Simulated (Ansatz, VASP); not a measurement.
Al in VASP and in Ansatz

The input INCAR:

```
SYSTEM = Al
PREC = Accurate
ENCUT = 520
EDIFF = 1E-6
ISMEAR = 0
SIGMA = 0.15
LREAL = .FALSE.
LASPH = .TRUE.
NELM = 80
ALGO = Normal
ISIF = 2
LWAVE = .FALSE.
LCHARG = .FALSE.
NBANDS = 8
```

KPOINTS

```
Automatic mesh
0
G
  22 22 22
  0 0 0
```

File POSCAR:

```
Al
1.0
    0.0000000000      1.9913294518      2.0908959244
    1.9913294518      0.0000000000      2.0908959244
    1.9913294518      1.9913294518      0.0000000000
Al
1
Direct
    0.0000000000      0.0000000000      0.0000000000
```

Input for Ansatz:

```yaml
crystal:
  lattice:
    - [0.0, 1.9913294518, 2.0908959244]
    - [1.9913294518, 0.0, 2.0908959244]
    - [1.9913294518, 1.9913294518, 0.0]
  atoms:
    - { symbol: Al, position: [0.0, 0.0, 0.0] }
basis:
  ecutwfc: 420
kpoints:
  mp_grid: { grid: [22, 22, 22] }
hamiltonian:
  xc: lda
scf:
  occupations: { method: gaussian, width: 0.15 }
output:
  forces: true
  stress: true
  eigenvalues: true
```

Alike in both runs: task single point; functional LDA; k mesh 22 × 22 × 22; occupations gaussian, width 0.15 eV; no spin polarisation.

|  | VASP | Ansatz |
| --- | --- | --- |
| version | VASP 6.6.1 | Ansatz 0.2.0 |
| potentials or method | VASP PAW LDA potentials, release 64 (Al), cutoff 520 eV | scalar-relativistic, plane waves, PAW |
| valence electrons in the cell | 3 | 3 |

Ansatz gave:

- gap on the k mesh at the Fermi level (eV): none
- pressure (GPa): -3.5
- traceless stress, the component that is largest in VASP (GPa): -1.61

Q: Which values does VASP return?

A: gap on the k mesh at the Fermi level (eV): none; pressure (GPa): -3.4; traceless stress, the component that is largest in VASP (GPa): -1.62.

LDA's correlation is that of Perdew and Zunger in VASP and of Perdew and Wang (1992) in Ansatz. A gap of «none» marks a metal or a gap that the smearing closes.
